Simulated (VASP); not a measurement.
# BN (Amm2) in VASP: a series of runs

The runs below take BN through single point, with LDA.

Program: VASP 6.6.1. These are calculated values, not measurements. Logs are shortened: lines on timing, memory, paths and dates and some standing lists are left out, and cuts for length are marked.

## 1. The cell of the first run

It takes space group Amm2 (No. 38, orthorhombic). Conventional cell: a = 6.661 Å, b = 2.504 Å, c = 4.337 Å, α = 90.00°, β = 90.00°, γ = 90.00°. B (site symmetry mm2) has 3 N at 1.32 to 1.76 Å within 1.8 Å. Within 1.5 Å of B (site symmetry mm2) lie 1 N at 1.13 Å. Within 1.5 Å of N (site symmetry mm2) lie 1 B at 1.13 Å. N (site symmetry mm2) has 3 B at 1.32 to 1.76 Å within 1.8 Å.

## 2. Single point, LDA

Input file INCAR:

```
PREC = Accurate
ENCUT = 520
EDIFF = 1E-6
ISMEAR = 0
SIGMA = 0.05
LREAL = False
LASPH = True
NELM = 80
ALGO = Normal
ISIF = 2
LWAVE = False
LCHARG = False
GGA = CA
NBANDS = 16
```

Input file KPOINTS:

```
Automatic mesh
0
Gamma
  12 12 4
```

Input file POSCAR:

```
BN
1.0
    2.5039917043      0.0000000000      0.0000000000
   -1.2519958522      2.1685204268      0.0000000000
    0.0000000000      0.0000000000      6.6612000000
B N
2 2
Direct
    0.3333333333      0.6666666667      0.2500000000
    0.6666666667      0.3333333333      0.7500000000
    0.1892258598      0.5946129299      0.7500000000
    0.5225591931      0.2612795966      0.2500000000
```

Potentials or basis: VASP PAW LDA potentials, release 64 (B, N).

The run is started by

```console
$ cat potpaw_LDA.64/B/POTCAR potpaw_LDA.64/N/POTCAR > POTCAR
$ mpirun -np 1 vasp_std > vasp.out
```

OUTCAR:

```text
PREC = Accurate
   ENCUT = 520
   EDIFF = 1E-6
   ISMEAR = 0
   LREAL = False
   LASPH = True
   NELM = 80
   ISIF = 2
   GGA = CA

 ion  position               nearest neighbor table
   1  0.333  0.667  0.250-   4 1.32   4 1.32   4 1.76
   2  0.667  0.333  0.750-   3 1.13   3 1.62   3 1.62
   3  0.189  0.595  0.750-   2 1.13   2 1.62   2 1.62
   4  0.523  0.261  0.250-   1 1.32   1 1.32   1 1.76

  LATTYP: Found a hexagonal cell.
 ALAT       =     2.5039917043
 C/A-ratio  =     2.6602324555

  Lattice vectors:

 A1 = (   2.5039917043,   0.0000000000,   0.0000000000)
 A2 = (  -1.2519958522,   2.1685204268,   0.0000000000)
 A3 = (   0.0000000000,   0.0000000000,   6.6612000000)

Analysis of symmetry for initial positions (statically):
=====================================================================
 Subroutine PRICEL returns:
 Original cell was already a primitive cell.

 Routine SETGRP: Setting up the symmetry group for a
 hexagonal supercell.

 Subroutine GETGRP returns: Found  4 space group operations
 (whereof  2 operations were pure point group operations)
 out of a pool of 24 trial point group operations.

The static configuration has the point symmetry C_1h.
 The point group associated with its full space group is C_2v.

Analysis of symmetry for dynamics (positions and initial velocities):
=====================================================================
 Subroutine PRICEL returns:
 Original cell was already a primitive cell.

 Routine SETGRP: Setting up the symmetry group for a
 hexagonal supercell.

 Subroutine GETGRP returns: Found  4 space group operations
 (whereof  2 operations were pure point group operations)
 out of a pool of 24 trial point group operations.

The dynamic configuration has the point symmetry C_1h.
 The point group associated with its full space group is C_2v.

 Subroutine INISYM returns: Found  4 space group operations
 (whereof  2 operations are pure point group operations),
 and found     1 'primitive' translations

----------------------------------------------------------------------------------------

                                     Primitive cell

  volume of cell :      36.1700

  direct lattice vectors                    reciprocal lattice vectors
     2.503991704  0.000000000  0.000000000     0.399362345  0.230571958  0.000000000
    -1.251995852  2.168520427  0.000000000     0.000000000  0.461143915  0.000000000
     0.000000000  0.000000000  6.661200000     0.000000000  0.000000000  0.150123101

  length of vectors
     2.503991704  2.503991704  6.661200000     0.461143915  0.461143915  0.150123101

  position of ions in fractional coordinates (direct lattice)
     0.333333333  0.666666667  0.250000000
     0.666666667  0.333333333  0.750000000
     0.189225860  0.594612930  0.750000000
     0.522559193  0.261279597  0.250000000

  ion indices of the primitive-cell ions
   primitive index   ion index
                 1           1
                 2           2
                 3           3
                 4           4

----------------------------------------------------------------------------------------

 KPOINTS: Automatic mesh

Automatic generation of k-mesh.
 Grid dimensions read from file:
 generate k-points for:   12   12    4

 Generating k-lattice:

  Cartesian coordinates                     Fractional coordinates (reciprocal lattice)
     0.033280195  0.019214330  0.000000000     0.083333333 -0.000000000  0.000000000
     0.000000000  0.038428660  0.000000000     0.000000000  0.083333333  0.000000000
     0.000000000  0.000000000  0.037530775     0.000000000  0.000000000  0.250000000

  Length of vectors
     0.038428660  0.038428660  0.037530775

  Shift w.r.t. Gamma in fractional coordinates (k-lattice)
     0.000000000  0.000000000  0.000000000

 Subroutine IBZKPT returns following result:
 ===========================================

 Found    129 irreducible k-points:

 Following reciprocal coordinates:
            Coordinates               Weight
  0.000000  0.000000  0.000000      1.000000
  0.083333  0.000000  0.000000      2.000000
  0.000000  0.083333  0.000000      4.000000
  0.166667  0.000000  0.000000      2.000000
  0.000000  0.166667  0.000000      4.000000
  0.250000  0.000000  0.000000      2.000000
[... 16 lines left out ...]
 -0.083333  0.416667  0.000000      4.000000
 -0.416667  0.333333  0.000000      4.000000
 [... further k-points ...]
   k-points           NKPTS =    129   k-points in BZ     NKDIM =    129   number of bands    NBANDS=     16
   number of dos      NEDOS =    301   number of ions     NIONS =      4
   total plane-waves  NPLWV =  20000
   dimension x,y,z NGX =    20 NGY =   20 NGZ =   50
   dimension x,y,z NGXF=    40 NGYF=   40 NGZF=  100
   ions per type =               2   2
   NGX,Y,Z   is equivalent  to a cutoff of  13.28, 13.28, 12.48 a.u.
   NGXF,Y,Z  is equivalent  to a cutoff of  26.56, 26.56, 24.96 a.u.
 SYSTEM =  unknown system
   PREC   = accura    normal or accurate (medium, high low for compatibility)
   ISTART =      0    job   : 0-new  1-cont  2-samecut
   ICHARG =      2    charge: 1-file 2-atom 10-const
   ISPIN  =      1    spin polarized calculation?
   LNONCOLLINEAR =      F non collinear calculations
   LSORBIT =      F    spin-orbit coupling
   LASPH  =      T    aspherical Exc in radial PAW
   ENCUT  =  520.0 eV  38.22 Ry    6.18 a.u.   4.66  4.66 12.39*2*pi/ulx,y,z
   NELM   =     80;   NELMIN=  2; NELMDL= -5     # of ELM steps
   EDIFF  = 0.1E-05   stopping-criterion for ELM
   LREAL  =      F    real-space projection
   EDIFFG = 0.1E-04   stopping-criterion for IOM
   NSW    =      0    number of steps for IOM
   IBRION =     -1    ionic relax: 0-MD 1-quasi-New 2-CG
   NFREE  =      0    steps in history (QN), initial steepest desc. (CG)
   ISIF   =      2    stress and relaxation
   ISYM   =      2    0-nonsym 1-usesym 2-fastsym
   POTIM  = 0.5000    time-step for ionic-motion
   TEBEG  =    0.0;   TEEND  =   0.0 temperature during run
   PSTRESS=    0.0 pullay stress
   NELECT =      16.0000    total number of electrons
   NUPDOWN=      -1.0000    fix difference up-down
   EMIN   =  10.00;   EMAX   =-10.00  energy-range for DOS
   EFERMI =   0.00;   METHOD = LEGACY
   ISMEAR =     0;   SIGMA  =   0.05  broadening in eV -4-tet -1-fermi 0-gaus
   EFERMI_NEDOS =   21; number of points for ismear=-14 and -15
   IALGO  =     38    algorithm
   IMIX   =      4    mixing-type and parameters
     AMIX     =   0.40;   BMIX     =  1.00
     AMIX_MAG =   1.60;   BMIX_MAG =  1.00
  volume/ion in A,a.u.               =       9.04        61.02
  Fermi-wavevector in a.u.,A,eV,Ry     =   1.247379  2.357205 21.170055  1.555955
  Thomas-Fermi vector in A             =   2.381514
   LORBIT       =      0    0 simple, 1 ext, 2 COOP (PROOUT), +10 PAW based schemes
   GGA     = CA    functional components
   LHFCALC =     F    Hartree Fock is set to
   AEXX    =    0.0000 exact exchange contribution
   IVDW    =     0    specifies the selected vdW correction
   LEPSILON=     F    determine dielectric tensor
   LRPA    =     F    only Hartree local field effects (RPA)
 non-spin polarized calculation
 Gauss-broadening in eV      SIGMA  =   0.05
  energy-cutoff  :      520.00
  volume of cell :       36.17
 maximum number of plane-waves:       992
   NGX =  9   NGY =  9   NGZ = 25

 number of electron      16.0000003 magnetization

 Free energy of the ion-electron system (eV)
  ---------------------------------------------------
  ext. energy  EPLUGINS =         0.00000000
  ---------------------------------------------------
  free energy    TOTEN  =       -34.32916838 eV

  energy without entropy =      -34.32916838  energy(sigma->0) =      -34.32916838

 E-fermi :   3.9987     XC(G=0): -10.4465

 val. band max:        3.7514230517   @ k =   0.0000   0.0000   0.5000
 cond. band min:       5.6601761912   @ k =   0.0000   0.5000   0.0000
 fundamental gap:      1.9087531395
 Fermi energy:         3.9987242783

 k-point     1 :       0.0000    0.0000    0.0000
  band No.  band energies     occupation
      1     -15.5596      2.00000
      2     -15.2496      2.00000
      3      -4.4341      2.00000
      4      -2.7614      2.00000
      5      -2.3476      2.00000
      6      -2.1884      2.00000
[... 8 lines left out ...]
     15      16.2477      0.00000
     16      18.6216      0.00000

 k-point     2 :       0.0833    0.0000    0.0000
  band No.  band energies     occupation
      1     -15.4273      2.00000
      2     -15.1292      2.00000
      3      -4.2528      2.00000
      4      -2.8813      2.00000
      5      -2.4561      2.00000
      6      -2.1897      2.00000
[... 8 lines left out ...]
     15      16.3335      0.00000
     16      18.3036      0.00000

 k-point     3 :       0.0000    0.0833    0.0000
  band No.  band energies     occupation
      1     -15.4344      2.00000
      2     -15.1277      2.00000
      3      -4.2503      2.00000
      4      -3.0099      2.00000
      5      -2.3969      2.00000
      6      -2.1846      2.00000
[... 8 lines left out ...]
     15      16.3819      0.00000
     16      18.2808      0.00000

 k-point     4 :       0.1667    0.0000    0.0000
  band No.  band energies     occupation
      1     -15.0497      2.00000
      2     -14.7655      2.00000
      3      -3.7177      2.00000
      4      -3.1952      2.00000
      5      -3.1936      2.00000
      6      -1.7276      2.00000
[... 8 lines left out ...]
     15      16.6452      0.00000
     16      17.6579      0.00000
[... 324 lines left out ...]
 k-point    22 :       0.3333    0.0833    0.0000
  band No.  band energies     occupation
      1     -13.4954      2.00000
      2     -12.8322      2.00000
      3      -5.7670      2.00000
      4      -4.9479      2.00000
      5      -4.0747      2.00000
      6      -1.0920      2.00000
[... 8 lines left out ...]
     15      16.5408      0.00000
     16      18.9026      0.00000

 k-point    23 :      -0.0833    0.4167    0.0000
  band No.  band energies     occupation
      1     -13.4323      2.00000
      2     -13.0446      2.00000
      3      -6.2101      2.00000
      4      -5.5800      2.00000
      5      -1.6964      2.00000
      6      -1.0279      2.00000
[... 8 lines left out ...]
     15      17.1661      0.00000
     16      20.0587      0.00000

 k-point    24 :      -0.4167    0.3333    0.0000
  band No.  band energies     occupation
      1     -13.3235      2.00000
      2     -13.1245      2.00000
      3      -6.2976      2.00000
      4      -5.4004      2.00000
      5      -1.9012      2.00000
      6      -0.9974      2.00000
[... 8 lines left out ...]
     15      16.8098      0.00000
     16      20.0187      0.00000

 [... further k-points ...]
[... 5 lines left out ...]
  --------------------------------------------------------------------------------------
  -------------------------------------------------------------------------------------
  Total       14.9063792      8.5981265     -0.2184522      5.4631071      0.0000000      0.0000000
  in kB      660.2887099    380.8601538     -9.6764947    241.9922281      0.0000000      0.0000000
  external PRESSURE =     343.8241230 kB  Pullay stress =       0.0000000 kB

 VOLUME and BASIS-vectors are now :
 -----------------------------------------------------------------------------
  energy-cutoff  :      520.00
  volume of cell :       36.17
      direct lattice vectors                 reciprocal lattice vectors
     2.503991704  0.000000000  0.000000000     0.399362345  0.230571958  0.000000000
    -1.251995852  2.168520427  0.000000000     0.000000000  0.461143915  0.000000000
     0.000000000  0.000000000  6.661200000     0.000000000  0.000000000  0.150123101

 POSITION                                       TOTAL-FORCE (eV/Angst)
 -----------------------------------------------------------------------------------
     -0.00000      1.44568      1.66530        -5.470604     -3.158455      0.000000
      1.25200      0.72284      4.99590       -20.168871    -11.644503      0.000000
     -0.27063      1.28943      4.99590        20.179106     11.650412      0.000000
      0.98136      0.56659      1.66530         5.460369      3.152546      0.000000
 -----------------------------------------------------------------------------------
    total drift:                                0.000125      0.000074      0.000000

  FREE ENERGIE OF THE ION-ELECTRON SYSTEM (eV)
  ---------------------------------------------------
  free  energy   TOTEN  =       -34.3291683806 eV

  energy  without entropy=      -34.3291683806  energy(sigma->0) =      -34.32916838
```

Run time: 49 s. Hardware: 1 thread of Intel Xeon 6975P-C, shared host; peak memory 0.18 GiB.

What came out:

| Item | Value |
| --- | --- |
| Free energy | -34.3292 eV |
| Pressure | 34.4 GPa |
| Largest force | 23.301 eV/Å |
| Band gap on the k mesh | 1.91 eV, indirect (least direct gap 3.17 eV) |

Forces in eV/Å, atoms in the order of the input:
```
B    -5.471  -3.158   0.000
B   -20.169 -11.645   0.000
N    20.179  11.650   0.000
N     5.460   3.153   0.000
```

Levels at points of the mesh, in eV from the valence-band top:
```
           k point  band 4  band 5  band 6  band 7  band 8  band 9  band 10  band 11  band 12  band 13
(0.00, 0.00, 0.00)   -6.51   -6.10   -5.94   -0.25    0.00    3.16     6.57     6.57     8.28     9.79
(0.50, 0.00, 0.00)   -9.99   -8.07   -4.65   -3.98   -2.47    2.15     5.74     7.68     8.74     9.97
(0.00, 0.50, 0.00)  -10.17   -5.76   -4.17   -3.79   -2.25    1.91     4.92     5.75     5.93    10.43
(0.00, 0.00, 0.50)   -7.27   -6.51   -5.91   -0.25    0.00    5.17     5.51     6.57     6.92    10.31
(0.50, 0.00, 0.50)  -10.00   -8.07   -4.65   -3.87   -2.47    1.94     5.27     8.05     8.82    10.71
(0.00, 0.50, 0.50)  -10.18   -5.77   -4.19   -3.59   -2.39    1.93     4.38     5.92     5.93    11.23
```

Caveat: the cell differs from its parent crystal (all N atoms moved +0.312 Å, as atom 3 towards its neighbour atom 2 (B) at 1.446 Å); forces of over 1 eV/Å act on the atoms, so gaps and moduli don't describe the material at rest.

(Part 1 of 2 ends here.)
